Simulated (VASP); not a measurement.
# B (Fm-3m) in VASP: notebook

The runs below take B through single point, relaxation of cell and atoms, with PBE.

All numbers are computed with VASP 6.6.1; they aren't measurements. Logs are shortened: lines on timing, memory, paths and dates and some standing lists are left out, and cuts for length are marked.

## Step 1: The cell of the first run

It takes space group Fm-3m (No. 225, cubic). The conventional cell has a = 2.648 Å, b = 2.648 Å, c = 2.648 Å, α = 90.00°, β = 90.00°, γ = 90.00°. Within 2.5 Å of B (site symmetry m-3m) lie 12 B at 1.87 Å.

## Step 2: Single point, PBE

File INCAR:

```
  PREC = Accurate
  ENCUT = 520
  EDIFF = 1E-6
  ISMEAR = -1
  SIGMA = 0.08
  LREAL = F
  LASPH = T
  NELM = 80
  ALGO = Normal
  ISIF = 2
  LWAVE = F
  LCHARG = T
  GGA = PE
  LELF = T
  LVHAR = T
  NBANDS = 8
```

File KPOINTS:

```
regular mesh
0
Gamma
  24 24 24
```

File POSCAR:

```
B
1.0
    0.0000000000      1.3240319048      1.3240319048
    1.3240319048      0.0000000000      1.3240319048
    1.3240319048      1.3240319048      0.0000000000
B
1
Direct
    0.0000000000      0.0000000000      0.0000000000
```

Potentials or basis: VASP PAW PBE potentials, release 64 (B).

The run is started by

```sh
cat potpaw_PBE.64/B/POTCAR > POTCAR
mpirun -np 1 vasp_std > vasp.out
```

OUTCAR:

```text
PREC = Accurate
   ENCUT = 520
   EDIFF = 1E-6
   ISMEAR = -1
   LREAL = F
   LASPH = T
   NELM = 80
   ISIF = 2
   GGA = PE

 ion  position               nearest neighbor table
   1  0.000  0.000  0.000-

  LATTYP: Found a face centered cubic cell.
 ALAT       =     2.6480638096

  Lattice vectors:

 A1 = (   0.0000000000,   1.3240319048,   1.3240319048)
 A2 = (   1.3240319048,   0.0000000000,   1.3240319048)
 A3 = (   1.3240319048,   1.3240319048,   0.0000000000)

Analysis of symmetry for initial positions (statically):
=====================================================================
 Subroutine PRICEL returns:
 Original cell was already a primitive cell.

 Routine SETGRP: Setting up the symmetry group for a
 face centered cubic supercell.

 Subroutine GETGRP returns: Found 48 space group operations
 (whereof 48 operations were pure point group operations)
 out of a pool of 48 trial point group operations.

The static configuration has the point symmetry O_h .

Analysis of symmetry for dynamics (positions and initial velocities):
=====================================================================
 Subroutine PRICEL returns:
 Original cell was already a primitive cell.

 Routine SETGRP: Setting up the symmetry group for a
 face centered cubic supercell.

 Subroutine GETGRP returns: Found 48 space group operations
 (whereof 48 operations were pure point group operations)
 out of a pool of 48 trial point group operations.

The dynamic configuration has the point symmetry O_h .

 Subroutine INISYM returns: Found 48 space group operations
 (whereof 48 operations are pure point group operations),
 and found     1 'primitive' translations

----------------------------------------------------------------------------------------

                                     Primitive cell

  volume of cell :       4.6422

  direct lattice vectors                    reciprocal lattice vectors
     0.000000000  1.324031905  1.324031905    -0.377634405  0.377634405  0.377634405
     1.324031905  0.000000000  1.324031905     0.377634405 -0.377634405  0.377634405
     1.324031905  1.324031905  0.000000000     0.377634405  0.377634405 -0.377634405

  length of vectors
     1.872463877  1.872463877  1.872463877     0.654081975  0.654081975  0.654081975

  position of ions in fractional coordinates (direct lattice)
     0.000000000  0.000000000  0.000000000

  ion indices of the primitive-cell ions
   primitive index   ion index
                 1           1

----------------------------------------------------------------------------------------

 KPOINTS: regular mesh

Automatic generation of k-mesh.
 Grid dimensions read from file:
 generate k-points for:   24   24   24

 Generating k-lattice:

  Cartesian coordinates                     Fractional coordinates (reciprocal lattice)
    -0.015734767  0.015734767  0.015734767     0.041666667  0.000000000  0.000000000
     0.015734767 -0.015734767  0.015734767     0.000000000  0.041666667  0.000000000
     0.015734767  0.015734767 -0.015734767     0.000000000  0.000000000  0.041666667

  Length of vectors
     0.027253416  0.027253416  0.027253416

  Shift w.r.t. Gamma in fractional coordinates (k-lattice)
     0.000000000  0.000000000  0.000000000

 Subroutine IBZKPT returns following result:
 ===========================================

 Found    413 irreducible k-points:

 Following reciprocal coordinates:
            Coordinates               Weight
  0.000000  0.000000  0.000000      1.000000
  0.041667  0.000000  0.000000      8.000000
  0.083333  0.000000  0.000000      8.000000
  0.125000  0.000000  0.000000      8.000000
  0.166667  0.000000  0.000000      8.000000
  0.208333  0.000000  0.000000      8.000000
[... 16 lines left out ...]
  0.416667  0.041667  0.000000     24.000000
  0.458333  0.041667  0.000000     24.000000
 [... further k-points ...]
   k-points           NKPTS =    413   k-points in BZ     NKDIM =    413   number of bands    NBANDS=      8
   number of dos      NEDOS =    301   number of ions     NIONS =      1
   total plane-waves  NPLWV =   2744
   dimension x,y,z NGX =    14 NGY =   14 NGZ =   14
   dimension x,y,z NGXF=    28 NGYF=   28 NGZF=   28
   ions per type =               1
   NGX,Y,Z   is equivalent  to a cutoff of  12.43, 12.43, 12.43 a.u.
   NGXF,Y,Z  is equivalent  to a cutoff of  24.86, 24.86, 24.86 a.u.
 SYSTEM =  unknown system
   PREC   = accura    normal or accurate (medium, high low for compatibility)
   ISTART =      0    job   : 0-new  1-cont  2-samecut
   ICHARG =      2    charge: 1-file 2-atom 10-const
   ISPIN  =      1    spin polarized calculation?
   LNONCOLLINEAR =      F non collinear calculations
   LSORBIT =      F    spin-orbit coupling
   LASPH  =      T    aspherical Exc in radial PAW
   ENCUT  =  520.0 eV  38.22 Ry    6.18 a.u.   3.48  3.48  3.48*2*pi/ulx,y,z
   NELM   =     80;   NELMIN=  2; NELMDL= -5     # of ELM steps
   EDIFF  = 0.1E-05   stopping-criterion for ELM
   LREAL  =      F    real-space projection
   EDIFFG = 0.1E-04   stopping-criterion for IOM
   NSW    =      0    number of steps for IOM
   IBRION =     -1    ionic relax: 0-MD 1-quasi-New 2-CG
   NFREE  =      0    steps in history (QN), initial steepest desc. (CG)
   ISIF   =      2    stress and relaxation
   ISYM   =      2    0-nonsym 1-usesym 2-fastsym
   POTIM  = 0.5000    time-step for ionic-motion
   TEBEG  =    0.0;   TEEND  =   0.0 temperature during run
   PSTRESS=    0.0 pullay stress
   NELECT =       3.0000    total number of electrons
   NUPDOWN=      -1.0000    fix difference up-down
   EMIN   =  10.00;   EMAX   =-10.00  energy-range for DOS
   EFERMI =   0.00;   METHOD = LEGACY
   ISMEAR =    -1;   SIGMA  =   0.08  broadening in eV -4-tet -1-fermi 0-gaus
   EFERMI_NEDOS =   21; number of points for ismear=-14 and -15
   IALGO  =     38    algorithm
   IMIX   =      4    mixing-type and parameters
     AMIX     =   0.40;   BMIX     =  1.00
     AMIX_MAG =   1.60;   BMIX_MAG =  1.00
  volume/ion in A,a.u.               =       4.64        31.33
  Fermi-wavevector in a.u.,A,eV,Ry     =   1.415381  2.674683 27.256610  2.003304
  Thomas-Fermi vector in A             =   2.536826
   LORBIT       =      0    0 simple, 1 ext, 2 COOP (PROOUT), +10 PAW based schemes
   GGA     = PE    functional components
   LHFCALC =     F    Hartree Fock is set to
   AEXX    =    0.0000 exact exchange contribution
   IVDW    =     0    specifies the selected vdW correction
   LEPSILON=     F    determine dielectric tensor
   LRPA    =     F    only Hartree local field effects (RPA)
 non-spin polarized calculation
  energy-cutoff  :      520.00
  volume of cell :        4.64
 maximum number of plane-waves:       137
 NGX is ok and might be reduce to    14
   NGX =  7   NGY =  7   NGZ =  7

 number of electron       3.0000000 magnetization

 Free energy of the ion-electron system (eV)
  ---------------------------------------------------
  ext. energy  EPLUGINS =         0.00000000
  ---------------------------------------------------
  free energy    TOTEN  =        -5.02748966 eV

  energy without entropy =       -5.02391706  energy(sigma->0) =       -5.02570336

 E-fermi :  13.7461     XC(G=0): -14.0510

 val. band max:       13.7077684588   @ k =   0.4583   0.2083   0.0417
 cond. band min:      13.7486204303   @ k =   0.5000   0.2500   0.1250
 fundamental gap:      0.0408519714
 Fermi energy:        13.7461243360

 k-point     1 :       0.0000    0.0000    0.0000
  band No.  band energies     occupation
      1      -8.4796      2.00000
      2      33.5060      0.00000
      3      33.5060      0.00000
      4      33.5060      0.00000
      5      50.9547      0.00000
      6      50.9547      0.00000
      7      50.9547      0.00000
      8      54.9128      0.00000

 k-point     2 :       0.0417    0.0000    0.0000
  band No.  band energies     occupation
      1      -8.3948      2.00000
      2      33.0137      0.00000
      3      33.3994      0.00000
      4      33.3994      0.00000
      5      49.7833      0.00000
      6      51.1837      0.00000
      7      51.1837      0.00000
      8      56.7845      0.00000

 k-point     3 :       0.0833    0.0000    0.0000
  band No.  band energies     occupation
      1      -8.1404      2.00000
      2      31.5853      0.00000
      3      33.1024      0.00000
      4      33.1024      0.00000
      5      48.4056      0.00000
      6      51.8018      0.00000
      7      51.8018      0.00000
      8      59.9868      0.00000

 k-point     4 :       0.1250    0.0000    0.0000
  band No.  band energies     occupation
      1      -7.7165      2.00000
      2      29.4025      0.00000
      3      32.6722      0.00000
      4      32.6722      0.00000
      5      47.7331      0.00000
      6      52.5889      0.00000
      7      52.5889      0.00000
      8      59.8648      0.00000

 k-point     5 :       0.1667    0.0000    0.0000
  band No.  band energies     occupation
      1      -7.1236      2.00000
      2      26.7412      0.00000
      3      32.1747      0.00000
      4      32.1747      0.00000
      5      47.7130      0.00000
      6      53.0770      0.00000
      7      53.0770      0.00000
      8      57.9434      0.00000
[... 177 lines left out ...]
 k-point    22 :       0.3750    0.0417    0.0000
  band No.  band energies     occupation
      1      -2.1536      2.00000
      2      13.5682      1.80478
      3      29.4324      0.00000
      4      30.5677      0.00000
      5      46.1241      0.00000
      6      49.6582      0.00000
      7      52.2977      0.00000
      8      53.5791      0.00000

 k-point    23 :       0.4167    0.0417    0.0000
  band No.  band energies     occupation
      1      -0.7589      2.00000
      2      11.1785      2.00000
      3      29.3582      0.00000
      4      30.1713      0.00000
      5      45.5157      0.00000
      6      48.7047      0.00000
      7      52.5761      0.00000
      8      53.8941      0.00000

 k-point    24 :       0.4583    0.0417    0.0000
  band No.  band energies     occupation
      1       0.5745      2.00000
      2       9.1942      2.00000
      3      29.3899      0.00000
      4      29.8321      0.00000
      5      45.1729      0.00000
      6      47.9906      0.00000
      7      52.2550      0.00000
      8      54.8315      0.00000

 [... further k-points ...]
[... 5 lines left out ...]
  --------------------------------------------------------------------------------------
  -------------------------------------------------------------------------------------
  Total        2.8945908      2.8945908      2.8945908      0.0000000      0.0000000     -0.0000000
  in kB      999.0159198    999.0159198    999.0159198      0.0000000      0.0000000     -0.0000000
  external PRESSURE =     999.0159198 kB  Pullay stress =       0.0000000 kB

 VOLUME and BASIS-vectors are now :
 -----------------------------------------------------------------------------
  energy-cutoff  :      520.00
  volume of cell :        4.64
      direct lattice vectors                 reciprocal lattice vectors
     0.000000000  1.324031905  1.324031905    -0.377634405  0.377634405  0.377634405
     1.324031905  0.000000000  1.324031905     0.377634405 -0.377634405  0.377634405
     1.324031905  1.324031905  0.000000000     0.377634405  0.377634405 -0.377634405

 POSITION                                       TOTAL-FORCE (eV/Angst)
 -----------------------------------------------------------------------------------
      0.00000      0.00000      0.00000         0.000000      0.000000      0.000000
 -----------------------------------------------------------------------------------
    total drift:                                0.000000     -0.000000      0.000000

  FREE ENERGIE OF THE ION-ELECTRON SYSTEM (eV)
  ---------------------------------------------------
  free  energy   TOTEN  =        -5.0274896567 eV

  energy  without entropy=       -5.0239170648  energy(sigma->0) =       -5.02570336
```

Wall time 3.9 s (1 thread of Intel Xeon 6975P-C (Granite Rapids), shared host); peak memory 0.11 GiB.

What came out:

```yaml
Free_energy: -5.0275 eV
Pressure: 99.9 GPa
```

Levels at points of the mesh, in eV from the Fermi level:
| k point | band 1 | band 2 | band 3 | band 4 |
| --- | --- | --- | --- | --- |
| (0.00, 0.00, 0.00) | -22.23 | 19.76 | 19.76 | 19.76 |
| (0.50, 0.00, 0.00) | -12.32 | -5.85 | 16.06 | 16.06 |
| (0.50, 0.50, 0.00) | -8.89 | 0.18 | 7.32 | 7.32 |

## Step 3: Single point, PBE

File INCAR:

```
ALGO = Normal
EDIFF = 1E-7
ENCUT = 520
GGA = PE
ISIF = 2
ISMEAR = -1
LASPH = T
LCHARG = F
LREAL = F
LWAVE = F
NBANDS = 8
NELM = 100
PREC = Accurate
SIGMA = 0.08
```

File KPOINTS:

```
k-points
0
Gamma
  24 24 24
```

File POSCAR:

```
B
1.0
    0.0000000000      1.3238902875      1.3238902875
    1.3238902875      0.0000000000      1.3238902875
    1.3238902875      1.3238902875      0.0000000000
B
1
Direct
    0.0000000000      0.0000000000      0.0000000000
```

Potentials or basis: VASP PAW PBE potentials, release 64 (B).

The run is started by

```sh
cat potpaw_PBE.64/B/POTCAR > POTCAR
mpirun -np 1 vasp_std > vasp.out
```

OUTCAR:

```text
EDIFF = 1E-7
   ENCUT = 520
   GGA = PE
   ISIF = 2
   ISMEAR = -1
   LASPH = T
   LREAL = F
   NELM = 100
   PREC = Accurate

 ion  position               nearest neighbor table
   1  0.000  0.000  0.000-

  LATTYP: Found a face centered cubic cell.
 ALAT       =     2.6477805750

  Lattice vectors:

 A1 = (   0.0000000000,   1.3238902875,   1.3238902875)
 A2 = (   1.3238902875,   0.0000000000,   1.3238902875)
 A3 = (   1.3238902875,   1.3238902875,   0.0000000000)

Analysis of symmetry for initial positions (statically):
=====================================================================
 Subroutine PRICEL returns:
 Original cell was already a primitive cell.

 Routine SETGRP: Setting up the symmetry group for a
 face centered cubic supercell.

 Subroutine GETGRP returns: Found 48 space group operations
 (whereof 48 operations were pure point group operations)
 out of a pool of 48 trial point group operations.

The static configuration has the point symmetry O_h .

Analysis of symmetry for dynamics (positions and initial velocities):
=====================================================================
 Subroutine PRICEL returns:
 Original cell was already a primitive cell.

 Routine SETGRP: Setting up the symmetry group for a
 face centered cubic supercell.

 Subroutine GETGRP returns: Found 48 space group operations
 (whereof 48 operations were pure point group operations)
 out of a pool of 48 trial point group operations.

The dynamic configuration has the point symmetry O_h .

 Subroutine INISYM returns: Found 48 space group operations
 (whereof 48 operations are pure point group operations),
 and found     1 'primitive' translations

----------------------------------------------------------------------------------------

                                     Primitive cell

  volume of cell :       4.6407

[... 100 lines left out ...]
   EFERMI =   0.00;   METHOD = LEGACY
   ISMEAR =    -1;   SIGMA  =   0.08  broadening in eV -4-tet -1-fermi 0-gaus
   EFERMI_NEDOS =   21; number of points for ismear=-14 and -15
   IALGO  =     38    algorithm
   IMIX   =      4    mixing-type and parameters
     AMIX     =   0.40;   BMIX     =  1.00
     AMIX_MAG =   1.60;   BMIX_MAG =  1.00
  volume/ion in A,a.u.               =       4.64        31.32
  Fermi-wavevector in a.u.,A,eV,Ry     =   1.415533  2.674969 27.262442  2.003733
  Thomas-Fermi vector in A             =   2.536961
   LORBIT       =      0    0 simple, 1 ext, 2 COOP (PROOUT), +10 PAW based schemes
   GGA     = PE    functional components
   LHFCALC =     F    Hartree Fock is set to
   AEXX    =    0.0000 exact exchange contribution
   IVDW    =     0    specifies the selected vdW correction
   LEPSILON=     F    determine dielectric tensor
   LRPA    =     F    only Hartree local field effects (RPA)
 non-spin polarized calculation
  energy-cutoff  :      520.00
  volume of cell :        4.64
 maximum number of plane-waves:       137
 NGX is ok and might be reduce to    14
   NGX =  7   NGY =  7   NGZ =  7

 number of electron       3.0000000 magnetization

 Free energy of the ion-electron system (eV)
  ---------------------------------------------------
  ext. energy  EPLUGINS =         0.00000000
  ---------------------------------------------------
  free energy    TOTEN  =        -5.02655821 eV

  energy without entropy =       -5.02298702  energy(sigma->0) =       -5.02477261

 E-fermi :  13.7508     XC(G=0): -14.0524

 val. band max:       13.7125656547   @ k =   0.4583   0.2083   0.0417
 cond. band min:      13.7532677317   @ k =   0.5000   0.2500   0.1250
 fundamental gap:      0.0407020770
 Fermi energy:        13.7507547502

 k-point     1 :       0.0000    0.0000    0.0000
  band No.  band energies     occupation
      1      -8.4793      2.00000
      2      33.5162      0.00000
      3      33.5162      0.00000
      4      33.5162      0.00000
      5      50.9663      0.00000
      6      50.9663      0.00000
      7      50.9663      0.00000
      8      54.9245      0.00000
[... 243 lines left out ...]
 k-point    24 :       0.4583    0.0417    0.0000
  band No.  band energies     occupation
      1       0.5758      2.00000
      2       9.1986      2.00000
      3      29.3988      0.00000
      4      29.8413      0.00000
      5      45.1830      0.00000
      6      48.0015      0.00000
      7      52.2666      0.00000
      8      54.8467      0.00000

 [... further k-points ...]
[... 5 lines left out ...]
  --------------------------------------------------------------------------------------
  -------------------------------------------------------------------------------------
  Total        2.8991593      2.8991593      2.8991593     -0.0000000      0.0000000      0.0000000
  in kB     1000.9137977   1000.9137977   1000.9137977     -0.0000000      0.0000000      0.0000000
  external PRESSURE =    1000.9137977 kB  Pullay stress =       0.0000000 kB

 VOLUME and BASIS-vectors are now :
 -----------------------------------------------------------------------------
  energy-cutoff  :      520.00
  volume of cell :        4.64
      direct lattice vectors                 reciprocal lattice vectors
     0.000000000  1.323890288  1.323890288    -0.377674800  0.377674800  0.377674800
     1.323890288  0.000000000  1.323890288     0.377674800 -0.377674800  0.377674800
     1.323890288  1.323890288  0.000000000     0.377674800  0.377674800 -0.377674800

 POSITION                                       TOTAL-FORCE (eV/Angst)
 -----------------------------------------------------------------------------------
      0.00000      0.00000      0.00000         0.000000      0.000000      0.000000
 -----------------------------------------------------------------------------------
    total drift:                                0.000000     -0.000000     -0.000000

  FREE ENERGIE OF THE ION-ELECTRON SYSTEM (eV)
  ---------------------------------------------------
  free  energy   TOTEN  =        -5.0265582101 eV

  energy  without entropy=       -5.0229870181  energy(sigma->0) =       -5.02477261
```

Wall time 4 s (1 thread of Intel Xeon 6975P-C (Granite Rapids), shared host); peak memory 0.11 GiB.

What came out:

| Quantity | Value |
| --- | --- |
| Free energy | -5.0266 eV |
| Pressure | 100.1 GPa |

Levels at points of the mesh, in eV from the Fermi level:
```
           k point  band 1  band 2  band 3  band 4
(0.00, 0.00, 0.00)  -22.23   19.77   19.77   19.77
(0.50, 0.00, 0.00)  -12.32   -5.85   16.06   16.06
(0.50, 0.50, 0.00)   -8.89    0.18    7.33    7.33
```

(Continued in part 2 of 2.)
